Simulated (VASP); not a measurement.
Write the native input for VASP 6.6.1 that does the following.

* Task: relaxation of cell and atoms
* Functional: PBE
* Potentials or basis: VASP PAW PBE potentials, release 64 (Na_pv, Te, P)
* Cutoff: 600 eV
* k mesh: 6 × 6 × 6
* Occupations: gaussian, width 0.1 eV
* Spin: no spin polarisation
* Dipole correction: no
* Further INCAR settings: ALGO = Normal; EDIFF = 1e-06; IBRION = 2; EDIFFG = -0.04; NSW = 90; ISIF = 3

The structure of Na2TeP2 lies in POSCAR:

```
Na2TeP2
1.0
   -2.2719591500      2.2719591500      5.4195414500
    2.2719591500     -2.2719591500      5.4195414500
    2.2719591500      2.2719591500     -5.4195414500
Na Te P
2 1 2
Direct
    0.3697126200      0.3697126200      0.0000000000
    0.6302873800      0.6302873800      0.0000000000
    0.0000000000      0.0000000000      0.0000000000
    0.7500000000      0.2500000000      0.5000000000
    0.2500000000      0.7500000000      0.5000000000
```

These files were run (other wordings do the same):

INCAR

```
SYSTEM = Na2TeP2
  PREC = Accurate
  ENCUT = 600
  EDIFF = 1E-6
  ISMEAR = 0
  SIGMA = 0.1
  LREAL = .FALSE.
  LASPH = .TRUE.
  NELM = 100
  ALGO = Normal
  ISIF = 3
  LWAVE = .FALSE.
  LCHARG = .FALSE.
  GGA = PE
  IBRION = 2
  NSW = 90
  EDIFFG = -0.04
```

KPOINTS

```
regular mesh
0
G
  6 6 6
  0 0 0
```

Potentials or basis: VASP PAW PBE potentials, release 64 (Na_pv, Te, P).

The run is started by

```console
$ cat potpaw_PBE.64/Na_pv/POTCAR potpaw_PBE.64/Te/POTCAR potpaw_PBE.64/P/POTCAR > POTCAR
$ mpirun -np 1 vasp_std > vasp.out
```

It gave:

```yaml
Relaxed_volume: 21.76 Å³/atom
Relaxed_cell: a = 9.408 Å, b = 9.408 Å, c = 9.408 Å, α = 158.80°, β = 158.80°, γ = 30.15°
Space_group_after_relaxing_to_0.05_Å: I4/mmm (No. 139)
Energy_gained_by_relaxing: 759.7 meV/atom
Ionic_steps: 29
Pressure_after_relaxing: 0.1 GPa
Largest_force_after_relaxing: 0.035 eV/Å
Band_gap_on_the_k_mesh: zero (band 15 reaches 5.78 eV, above the bottom of band 16 at 3.68 eV)
```

Caveat: spin-orbit coupling is left out, which moves the levels of the heavy elements.

Wall time 32 min on 1 thread of Intel(R) Xeon(R) Platinum 8375C CPU @ 2.90GHz (Ice Lake) (shared host), peak memory 0.45 GiB.
